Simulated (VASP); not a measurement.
Here is a VASP 6.6.1 calculation.

The input INCAR:

```
  PREC = Accurate
  ENCUT = 500
  EDIFF = 1E-6
  ISMEAR = 0
  SIGMA = 0.025
  LREAL = False
  LASPH = True
  NELM = 200
  ALGO = Normal
  ISIF = 2
  LWAVE = False
  LCHARG = True
  ISPIN = 2
  MAGMOM = 0.5 0.5
  LORBIT = 11
  NUPDOWN = 1.0
  GGA = LIBXC
  LIBXC1 = GGA_X_PBE_SOL
  LIBXC2 = GGA_C_PBE
  LELF = True
  LVHAR = True
  NBANDS = 15
  GGA_COMPAT = False
```

The input KPOINTS:

```
regular mesh
0
Gamma
  8 8 8
```

The input POSCAR:

```
Si
1.0
    0.0000000000      2.7398772164      2.7398772164
    2.7398772164      0.0000000000      2.7398772164
    2.7398772164      2.7398772164      0.0000000000
Si
2
Direct
    0.5000000000      0.5000000000      0.5000000000
    0.7500000000      0.7500000000      0.7500000000
```

Potentials or basis: VASP PAW PBE potentials, release 64 (Si).

Launch:

```console
$ cat potpaw_PBE.64/Si/POTCAR > POTCAR
$ mpirun -np 1 vasp_std > vasp.out
```

Estimate the pressure.

-2.0 GPa.

Caveat: the PAW data sets were made with another functional, which shifts forces and pressure a little; the total moment is fixed, so each spin has its own Fermi level.
